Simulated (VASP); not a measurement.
# TiAl3 (I4/mmm) in VASP: further runs, part 2 of 2

VASP 6.6.1.

### 3 Single point, PBE

File INCAR:

```
SYSTEM = TiAl3
ALGO = Normal
EDIFF = 1E-6
ENCUT = 520
GGA = PE
ISIF = 2
ISMEAR = 1
LASPH = .True.
LCHARG = .False.
LREAL = Auto
LWAVE = .False.
NBANDS = 106
NELM = 60
PREC = Accurate
SIGMA = 0.1
```

File KPOINTS:

```
k-points
0
Gamma
  3 3 3
  0 0 0
```

File POSCAR:

```
TiAl3
1.0
    7.6895028868      0.0000000000      0.0000000000
    0.0000000000      7.6895028868      0.0000000000
    0.0000000000      0.0000000000      8.6237151293
Ti Al
8 24
Direct
    0.0000000000      0.0000000000      0.0000000000
    0.2500000000      0.2500000000      0.5000000000
    0.0000000000      0.5000000000      0.0000000000
    0.2500000000      0.7500000000      0.5000000000
    0.5000000000      0.0000000000      0.0000000000
    0.7500000000      0.2500000000      0.5000000000
    0.5000000000      0.5000000000      0.0000000000
    0.7500000000      0.7500000000      0.5000000000
    0.0000000000      0.0000000000      0.5000000000
    0.2500000000      0.2500000000      0.0000000000
    0.0000000000      0.2500000000      0.2500000000
    0.2500000000      0.0000000000      0.7500000000
    0.0000000000      0.2500000000      0.7500000000
    0.2500000000      0.0000000000      0.2500000000
    0.0000000000      0.5000000000      0.5000000000
    0.2500000000      0.7500000000      0.0000000000
    0.0000000000      0.7500000000      0.2500000000
    0.2500000000      0.5000000000      0.7500000000
    0.0000000000      0.7500000000      0.7500000000
    0.2500000000      0.5000000000      0.2500000000
    0.5000000000      0.0000000000      0.5000000000
    0.7500000000      0.2500000000      0.0000000000
    0.5000000000      0.2500000000      0.2500000000
    0.7500000000      0.0000000000      0.7500000000
    0.5000000000      0.2500000000      0.7500000000
    0.7500000000      0.0000000000      0.2500000000
    0.5000000000      0.5000000000      0.5000000000
    0.7500000000      0.7500000000      0.0000000000
    0.5000000000      0.7500000000      0.2500000000
    0.7500000000      0.5000000000      0.7500000000
    0.5000000000      0.7500000000      0.7500000000
    0.7500000000      0.5000000000      0.2500000000
```

Potentials or basis: VASP PAW PBE potentials, release 64 (Ti_sv, Al).

Started as:

```bash
$ cat potpaw_PBE.64/Ti_sv/POTCAR potpaw_PBE.64/Al/POTCAR > POTCAR
$ mpirun -np 1 vasp_std > vasp.out
```

OUTCAR:

```text
SYSTEM = TiAl3
   EDIFF = 1E-6
   ENCUT = 520
   GGA = PE
   ISIF = 2
   ISMEAR = 1
   LASPH = .True.
   LREAL = Auto
   NELM = 60
   PREC = Accurate

 ion  position               nearest neighbor table
   1  0.000  0.000  0.000-  10 2.72  16 2.72  22 2.72  28 2.72  14 2.89  11 2.89  17 2.89  19 2.89
                            12 2.89  24 2.89  26 2.89  13 2.89
   2  0.250  0.250  0.500-   9 2.72  15 2.72  21 2.72  27 2.72  14 2.89  11 2.89  18 2.89  20 2.89
                            12 2.89  23 2.89  25 2.89  13 2.89
   3  0.000  0.500  0.000-  10 2.72  16 2.72  22 2.72  28 2.72  17 2.89  18 2.89  19 2.89  20 2.89
                            13 2.89  11 2.89  30 2.89  32 2.89
   4  0.250  0.750  0.500-   9 2.72  15 2.72  21 2.72  27 2.72  17 2.89  18 2.89  19 2.89  20 2.89
                            14 2.89  12 2.89  29 2.89  31 2.89
   5  0.500  0.000  0.000-  10 2.72  16 2.72  22 2.72  28 2.72  14 2.89  23 2.89  24 2.89  25 2.89
                            26 2.89  12 2.89  29 2.89  31 2.89
   6  0.750  0.250  0.500-   9 2.72  15 2.72  21 2.72  27 2.72  13 2.89  23 2.89  24 2.89  25 2.89
                            26 2.89  11 2.89  30 2.89  32 2.89
   7  0.500  0.500  0.000-  10 2.72  16 2.72  22 2.72  28 2.72  18 2.89  23 2.89  25 2.89  20 2.89
                            29 2.89  30 2.89  31 2.89  32 2.89
[... 257 lines left out ...]
      6     -48.3399      2.00000
[... 583 lines left out ...]
     95       9.7523     -0.00000
     96       9.7523     -0.00000
 [bands above 96 left out]

------------------------ aborting loop because EDIFF is reached ----------------------------------------

  FORCE on cell =-STRESS in cart. coord.  units (eV):
  Direction    XX          YY          ZZ          XY          YZ          ZX
  --------------------------------------------------------------------------------------
  -------------------------------------------------------------------------------------
  Total        0.3008604      0.3008604     -0.4878708      0.0000000      0.0000000     -0.0000000
  in kB        0.9453329      0.9453329     -1.5329377      0.0000000      0.0000000     -0.0000000
  external PRESSURE =       0.1192427 kB  Pullay stress =       0.0000000 kB

 VOLUME and BASIS-vectors are now :
 -----------------------------------------------------------------------------
  energy-cutoff  :      520.00
  volume of cell :      509.91
      direct lattice vectors                 reciprocal lattice vectors
     7.689502887  0.000000000  0.000000000     0.130047419  0.000000000  0.000000000
     0.000000000  7.689502887  0.000000000     0.000000000  0.130047419  0.000000000
     0.000000000  0.000000000  8.623715129     0.000000000  0.000000000  0.115959304

 POSITION                                       TOTAL-FORCE (eV/Angst)
 -----------------------------------------------------------------------------------
      0.00000      0.00000      0.00000        -0.000000     -0.000000      0.000000
      1.92238      1.92238      4.31186         0.000000     -0.000000      0.000000
      0.00000      3.84475      0.00000         0.000000     -0.000000      0.000000
      1.92238      5.76713      4.31186        -0.000000      0.000000      0.000000
      3.84475      0.00000      0.00000         0.000000      0.000000     -0.000000
      5.76713      1.92238      4.31186         0.000000     -0.000000     -0.000000
[... 24 lines left out ...]
      3.84475      5.76713      6.46779        -0.000000      0.000000     -0.000000
      5.76713      3.84475      2.15593        -0.000000      0.000000      0.000000
 -----------------------------------------------------------------------------------
    total drift:                                0.000000     -0.000000     -0.000000

  FREE ENERGIE OF THE ION-ELECTRON SYSTEM (eV)
  ---------------------------------------------------
  free  energy   TOTEN  =      -165.3765446565 eV

  energy  without entropy=     -165.3823053247  energy(sigma->0) =     -165.37846488
```

OSZICAR:

```text
N       E                     dE             d eps       ncg     rms          rms(c)
DAV:   1     0.163824166673E+04    0.16382E+04   -0.72378E+04  1272   0.155E+03
DAV:   2     0.596946519001E+02   -0.15785E+04   -0.15303E+04  1272   0.458E+02
DAV:   3    -0.153314436118E+03   -0.21301E+03   -0.20664E+03  1844   0.147E+02
DAV:   4    -0.179535946126E+03   -0.26222E+02   -0.25910E+02  1856   0.422E+01
DAV:   5    -0.181734941944E+03   -0.21990E+01   -0.21933E+01  1832   0.107E+01    0.309E+01
DAV:   6    -0.170910966956E+03    0.10824E+02   -0.21744E+02  1820   0.476E+01    0.185E+01
DAV:   7    -0.166132735420E+03    0.47782E+01   -0.89058E+01  1698   0.294E+01    0.833E+00
DAV:   8    -0.165429314703E+03    0.70342E+00   -0.75466E+00  1728   0.975E+00    0.227E+00
DAV:   9    -0.165382977715E+03    0.46337E-01   -0.63230E-01  1768   0.239E+00    0.133E+00
DAV:  10    -0.165381642172E+03    0.13355E-02   -0.24339E-01  1800   0.151E+00    0.524E-01
DAV:  11    -0.165377413351E+03    0.42288E-02   -0.76174E-02  1742   0.844E-01    0.188E-01
DAV:  12    -0.165376543069E+03    0.87028E-03   -0.56845E-03  1720   0.247E-01    0.457E-02
DAV:  13    -0.165376556344E+03   -0.13275E-04   -0.65212E-04  1928   0.602E-02    0.287E-02
DAV:  14    -0.165376548295E+03    0.80488E-05   -0.19015E-04  1688   0.395E-02    0.102E-02
DAV:  15    -0.165376544791E+03    0.35041E-05   -0.19351E-05  1472   0.140E-02    0.103E-03
DAV:  16    -0.165376544657E+03    0.13458E-06   -0.48855E-07  1008   0.275E-03
   1 F= -.16537654E+03 E0= -.16537846E+03  d E =0.576067E-02
```

stdout:

```text
POSCAR found type information on POSCAR TiAl
 POSCAR found :  2 types and      32 ions
 scaLAPACK will be used
 LDA part: xc-table for (Slater+PW92), standard interpolation
 POSCAR, INCAR and KPOINTS ok, starting setup
 FFT: planning ... GRIDC
 FFT: planning ... GRID_SOFT
 FFT: planning ... GRID
 WAVECAR not read
 entering main loop
```

Run time: 15 min. Hardware: 1 thread of Intel Xeon 8259CL, shared host; peak memory 0.62 GiB.

What came out:

```
Free energy            : -165.3765 eV
Pressure               : 0.0 GPa
Band gap on the k mesh : zero (bands 84 and 85 overlap by 0.43 eV)
```
